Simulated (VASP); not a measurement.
# Al (Fd-3m) in VASP: notebook

The runs below take Al through single point, with PBE.

All numbers are computed with VASP 6.6.1; they aren't measurements. Logs are shortened: lines on timing, memory, paths and dates and some standing lists are left out, and cuts for length are marked.

### Step 1. The cell of the first run

It takes space group Fd-3m (No. 227, cubic). The conventional cell has a = 5.965 Å, b = 5.965 Å, c = 5.965 Å, α = 90.00°, β = 90.00°, γ = 90.00°. Al (site symmetry -43m) has 4 Al at 2.58 Å within 3.4 Å.

This isn't the form of Al at room conditions, which is fcc.

### Step 2. Single point, PBE (26.54 Å³/atom)

Input file INCAR:

```
SYSTEM = Al
  ALGO = Normal
  EDIFF = 1E-6
  ENCUT = 520
  GGA = PE
  ISIF = 2
  ISMEAR = -1
  LASPH = .True.
  LCHARG = .True.
  LELF = .True.
  LREAL = .False.
  LVHAR = .True.
  LWAVE = .False.
  NBANDS = 10
  NELM = 80
  PREC = Accurate
  SIGMA = 0.1
```

Input file KPOINTS:

```
k-points
0
Gamma
  15 15 15
  0 0 0
```

Input file POSCAR:

```
Al
1.0
    0.0000000000      2.9827422785      2.9827422785
    2.9827422785      0.0000000000      2.9827422785
    2.9827422785      2.9827422785      0.0000000000
Al
2
Direct
    0.1250000000      0.1250000000      0.1250000000
    0.8750000000      0.8750000000      0.8750000000
```

Potentials or basis: VASP PAW PBE potentials, release 64 (Al).

The run is started by

```sh
> cat potpaw_PBE.64/Al/POTCAR > POTCAR
> mpirun -np 1 vasp_std > vasp.out
```

OUTCAR:

```text
SYSTEM = Al
   EDIFF = 1E-6
   ENCUT = 520
   GGA = PE
   ISIF = 2
   ISMEAR = -1
   LASPH = .True.
   LREAL = .False.
   NELM = 80
   PREC = Accurate

 ion  position               nearest neighbor table
   1  0.125  0.125  0.125-   2 2.58   2 2.58   2 2.58   2 2.58
   2  0.875  0.875  0.875-   1 2.58   1 2.58   1 2.58   1 2.58

  LATTYP: Found a face centered cubic cell.
 ALAT       =     5.9654845570

  Lattice vectors:

 A1 = (   0.0000000000,   2.9827422785,   2.9827422785)
 A2 = (   2.9827422785,   0.0000000000,   2.9827422785)
 A3 = (   2.9827422785,   2.9827422785,   0.0000000000)

Analysis of symmetry for initial positions (statically):
=====================================================================
 Subroutine PRICEL returns:
 Original cell was already a primitive cell.

 Routine SETGRP: Setting up the symmetry group for a
 face centered cubic supercell.

 Subroutine GETGRP returns: Found 48 space group operations
 (whereof 12 operations were pure point group operations)
 out of a pool of 48 trial point group operations.

The static configuration has the point symmetry D_3d.
 The point group associated with its full space group is O_h .

Analysis of symmetry for dynamics (positions and initial velocities):
=====================================================================
 Subroutine PRICEL returns:
 Original cell was already a primitive cell.

 Routine SETGRP: Setting up the symmetry group for a
 face centered cubic supercell.

 Subroutine GETGRP returns: Found 48 space group operations
 (whereof 12 operations were pure point group operations)
 out of a pool of 48 trial point group operations.

The dynamic configuration has the point symmetry D_3d.
 The point group associated with its full space group is O_h .

 Subroutine INISYM returns: Found 48 space group operations
 (whereof 12 operations are pure point group operations),
 and found     1 'primitive' translations

----------------------------------------------------------------------------------------

                                     Primitive cell

  volume of cell :      53.0734

  direct lattice vectors                    reciprocal lattice vectors
     0.000000000  2.982742278  2.982742278    -0.167630976  0.167630976  0.167630976
     2.982742278  0.000000000  2.982742278     0.167630976 -0.167630976  0.167630976
     2.982742278  2.982742278  0.000000000     0.167630976  0.167630976 -0.167630976

  length of vectors
     4.218234583  4.218234583  4.218234583     0.290345368  0.290345368  0.290345368

  position of ions in fractional coordinates (direct lattice)
     0.125000000  0.125000000  0.125000000
     0.875000000  0.875000000  0.875000000

  ion indices of the primitive-cell ions
   primitive index   ion index
                 1           1
                 2           2

----------------------------------------------------------------------------------------

 KPOINTS: k-points

Automatic generation of k-mesh.
 Grid dimensions read from file:
 generate k-points for:   15   15   15

 Generating k-lattice:

  Cartesian coordinates                     Fractional coordinates (reciprocal lattice)
    -0.011175398  0.011175398  0.011175398     0.066666667  0.000000000  0.000000000
     0.011175398 -0.011175398  0.011175398     0.000000000  0.066666667  0.000000000
     0.011175398  0.011175398 -0.011175398     0.000000000  0.000000000  0.066666667

  Length of vectors
     0.019356358  0.019356358  0.019356358

  Shift w.r.t. Gamma in fractional coordinates (k-lattice)
     0.000000000  0.000000000  0.000000000

 Subroutine IBZKPT returns following result:
 ===========================================

 Found    120 irreducible k-points:

 Following reciprocal coordinates:
            Coordinates               Weight
  0.000000  0.000000  0.000000      1.000000
  0.066667  0.000000  0.000000      8.000000
  0.133333  0.000000  0.000000      8.000000
  0.200000  0.000000  0.000000      8.000000
  0.266667  0.000000  0.000000      8.000000
  0.333333  0.000000  0.000000      8.000000
[... 16 lines left out ...]
  0.133333  0.133333  0.000000      6.000000
  0.200000  0.133333  0.000000     24.000000
 [... further k-points ...]
   k-points           NKPTS =    120   k-points in BZ     NKDIM =    120   number of bands    NBANDS=     10
   number of dos      NEDOS =    301   number of ions     NIONS =      2
   total plane-waves  NPLWV =  32768
   dimension x,y,z NGX =    32 NGY =   32 NGZ =   32
   dimension x,y,z NGXF=    64 NGYF=   64 NGZF=   64
   ions per type =               2
   NGX,Y,Z   is equivalent  to a cutoff of  12.61, 12.61, 12.61 a.u.
   NGXF,Y,Z  is equivalent  to a cutoff of  25.22, 25.22, 25.22 a.u.
 SYSTEM =  Al
   PREC   = accura    normal or accurate (medium, high low for compatibility)
   ISTART =      0    job   : 0-new  1-cont  2-samecut
   ICHARG =      2    charge: 1-file 2-atom 10-const
   ISPIN  =      1    spin polarized calculation?
   LNONCOLLINEAR =      F non collinear calculations
   LSORBIT =      F    spin-orbit coupling
   LASPH  =      T    aspherical Exc in radial PAW
   ENCUT  =  520.0 eV  38.22 Ry    6.18 a.u.   7.84  7.84  7.84*2*pi/ulx,y,z
   NELM   =     80;   NELMIN=  2; NELMDL= -5     # of ELM steps
   EDIFF  = 0.1E-05   stopping-criterion for ELM
   LREAL  =      F    real-space projection
   EDIFFG = 0.1E-04   stopping-criterion for IOM
   NSW    =      0    number of steps for IOM
   IBRION =     -1    ionic relax: 0-MD 1-quasi-New 2-CG
   NFREE  =      0    steps in history (QN), initial steepest desc. (CG)
   ISIF   =      2    stress and relaxation
   ISYM   =      2    0-nonsym 1-usesym 2-fastsym
   POTIM  = 0.5000    time-step for ionic-motion
   TEBEG  =    0.0;   TEEND  =   0.0 temperature during run
   PSTRESS=    0.0 pullay stress
   NELECT =       6.0000    total number of electrons
   NUPDOWN=      -1.0000    fix difference up-down
   EMIN   =  10.00;   EMAX   =-10.00  energy-range for DOS
   EFERMI =   0.00;   METHOD = LEGACY
   ISMEAR =    -1;   SIGMA  =   0.10  broadening in eV -4-tet -1-fermi 0-gaus
   EFERMI_NEDOS =   21; number of points for ismear=-14 and -15
   IALGO  =     38    algorithm
   IMIX   =      4    mixing-type and parameters
     AMIX     =   0.40;   BMIX     =  1.00
     AMIX_MAG =   1.60;   BMIX_MAG =  1.00
  volume/ion in A,a.u.               =      26.54       179.08
  Fermi-wavevector in a.u.,A,eV,Ry     =   0.791589  1.495886  8.525580  0.626612
  Thomas-Fermi vector in A             =   1.897159
   LORBIT       =      0    0 simple, 1 ext, 2 COOP (PROOUT), +10 PAW based schemes
   GGA     = PE    functional components
   LHFCALC =     F    Hartree Fock is set to
   AEXX    =    0.0000 exact exchange contribution
   IVDW    =     0    specifies the selected vdW correction
   LEPSILON=     F    determine dielectric tensor
   LRPA    =     F    only Hartree local field effects (RPA)
 non-spin polarized calculation
  energy-cutoff  :      520.00
  volume of cell :       53.07
 maximum number of plane-waves:      1459
   NGX = 15   NGY = 15   NGZ = 15

 number of electron       6.0000000 magnetization

 Free energy of the ion-electron system (eV)
  ---------------------------------------------------
  ext. energy  EPLUGINS =         0.00000000
  ---------------------------------------------------
  free energy    TOTEN  =        -6.01439659 eV

  energy without entropy =       -5.96453873  energy(sigma->0) =       -5.98946766

 E-fermi :   3.0446     XC(G=0):  -8.2679

 val. band max:        3.0337381203   @ k =   0.3333   0.2667   0.0000
 cond. band min:       3.0658028595   @ k =   0.3333   0.2667   0.0667
 fundamental gap:      0.0320647392
 Fermi energy:         3.0446328473

 k-point     1 :       0.0000    0.0000    0.0000
  band No.  band energies     occupation
      1      -4.9793      2.00000
      2       5.2187      0.00000
      3       5.2187      0.00000
      4       5.2187      0.00000
      5       7.0721      0.00000
      6       7.0721      0.00000
      7       7.0721      0.00000
      8       8.6361      0.00000
      9      11.0165      0.00000
     10      11.0261      0.00000

 k-point     2 :       0.0667    0.0000    0.0000
  band No.  band energies     occupation
      1      -4.9287      2.00000
      2       4.7021      0.00000
      3       5.1261      0.00000
      4       5.1261      0.00000
      5       7.1844      0.00000
      6       7.2056      0.00000
      7       7.2056      0.00000
      8       8.9295      0.00000
      9      10.8273      0.00000
     10      10.8273      0.00000

 k-point     3 :       0.1333    0.0000    0.0000
  band No.  band energies     occupation
      1      -4.7778      2.00000
      2       3.6953      0.00298
      3       4.9173      0.00000
      4       4.9173      0.00000
      5       7.1451      0.00000
      6       7.5048      0.00000
      7       7.5048      0.00000
      8       9.6881      0.00000
      9      10.4986      0.00000
     10      10.4986      0.00000

 k-point     4 :       0.2000    0.0000    0.0000
  band No.  band energies     occupation
      1      -4.5291      2.00000
      2       2.6065      1.97530
      3       4.6887      0.00000
      4       4.6887      0.00000
      5       6.9648      0.00000
      6       7.7653      0.00000
      7       7.7653      0.00000
      8      10.3690      0.00000
      9      10.3690      0.00000
     10      10.5659      0.00000
[... 222 lines left out ...]
 k-point    22 :      -0.0667    0.0667    0.0000
  band No.  band energies     occupation
      1      -4.8446      2.00000
      2       4.2490      0.00001
      3       4.6277      0.00000
      4       5.1662      0.00000
      5       7.2075      0.00000
      6       7.3350      0.00000
      7       7.4865      0.00000
      8       9.3324      0.00000
      9      10.3710      0.00000
     10      10.8751      0.00000

 k-point    23 :       0.1333    0.1333    0.0000
  band No.  band energies     occupation
      1      -4.7099      2.00000
      2       4.0839      0.00006
      3       4.3716      0.00000
      4       4.3716      0.00000
      5       6.4541      0.00000
      6       8.2489      0.00000
      7       8.2489      0.00000
      8       8.9017      0.00000
      9      10.3539      0.00000
     10      11.3058      0.00000

 k-point    24 :       0.2000    0.1333    0.0000
  band No.  band energies     occupation
      1      -4.5263      2.00000
      2       3.2644      0.20000
      3       4.1098      0.00005
      4       4.2255      0.00001
      5       6.4247      0.00000
      6       8.3919      0.00000
      7       8.6073      0.00000
      8       8.6570      0.00000
      9      10.9910      0.00000
     10      11.3628      0.00000

 [... further k-points ...]
[... 5 lines left out ...]
  --------------------------------------------------------------------------------------
  -------------------------------------------------------------------------------------
  Total        0.5586707      0.5586707      0.5586707      0.0000000     -0.0000000      0.0000000
  in kB       16.8651153     16.8651153     16.8651153      0.0000000     -0.0000000      0.0000000
  external PRESSURE =      16.8651153 kB  Pullay stress =       0.0000000 kB

 VOLUME and BASIS-vectors are now :
 -----------------------------------------------------------------------------
  energy-cutoff  :      520.00
  volume of cell :       53.07
      direct lattice vectors                 reciprocal lattice vectors
     0.000000000  2.982742278  2.982742278    -0.167630976  0.167630976  0.167630976
     2.982742278  0.000000000  2.982742278     0.167630976 -0.167630976  0.167630976
     2.982742278  2.982742278  0.000000000     0.167630976  0.167630976 -0.167630976

 POSITION                                       TOTAL-FORCE (eV/Angst)
 -----------------------------------------------------------------------------------
      0.74569      0.74569      0.74569         0.000000      0.000000      0.000000
      5.21980      5.21980      5.21980        -0.000000     -0.000000     -0.000000
 -----------------------------------------------------------------------------------
    total drift:                                0.000000      0.000000     -0.000000

  FREE ENERGIE OF THE ION-ELECTRON SYSTEM (eV)
  ---------------------------------------------------
  free  energy   TOTEN  =        -6.0143965947 eV

  energy  without entropy=       -5.9645387264  energy(sigma->0) =       -5.98946766
```

Run time: 24 s. Hardware: 1 thread of Intel Xeon Platinum 8488C (Sapphire Rapids), shared host; peak memory 0.19 GiB.

Results:

| Property | Result |
| --- | --- |
| Free energy | -6.0144 eV |
| Pressure | 1.7 GPa |
| Band gap on the k mesh | zero (bands 3 and 4 overlap by 3.37 eV) |

Levels at points of the mesh, in eV from the Fermi level:
| k point | band 1 | band 2 | band 3 | band 4 | band 5 | band 6 | band 7 |
| --- | --- | --- | --- | --- | --- | --- | --- |
| (0.00, 0.00, 0.00) | -8.02 | 2.17 | 2.17 | 2.17 | 4.03 | 4.03 | 4.03 |

### Step 3. Single point, PBE

This run uses another cell than the first one, of 27.64 Å³/atom.

Input file INCAR:

```
ALGO = Normal ; EDIFF = 1E-6
ENCUT = 520 ; GGA = PE
ISIF = 2 ; ISMEAR = -1
LASPH = True ; LCHARG = False
LREAL = False ; LWAVE = False
NBANDS = 10 ; NELM = 80
PREC = Accurate ; SIGMA = 0.1
```

Input file KPOINTS:

```
k-points
0
Gamma
  15 15 15
```

Input file POSCAR:

```
Al
1.0
    0.0000000000      3.0236068398      3.0236068398
    3.0236068398      0.0000000000      3.0236068398
    3.0236068398      3.0236068398      0.0000000000
Al
2
Direct
    0.1250000000      0.1250000000      0.1250000000
    0.8750000000      0.8750000000      0.8750000000
```

Potentials or basis: VASP PAW PBE potentials, release 64 (Al).

The run is started by

```sh
> cat potpaw_PBE.64/Al/POTCAR > POTCAR
> mpirun -np 1 vasp_std > vasp.out
```

Run time: 23 s. Hardware: 1 thread of Intel Xeon Platinum 8488C (Sapphire Rapids), shared host; peak memory 0.19 GiB.

Results (log left out):

```
Free energy            : -6.0258 eV
Pressure               : 0.0 GPa
Band gap on the k mesh : zero (bands 3 and 4 overlap by 3.23 eV)
```

Levels at points of the mesh, in eV from the Fermi level:
```csv
k point,band 1,band 2,band 3,band 4,band 5,band 6,band 7,band 8
"(0.00, 0.00, 0.00)",-7.85,2.10,2.10,2.10,3.95,3.95,3.95,5.17
```
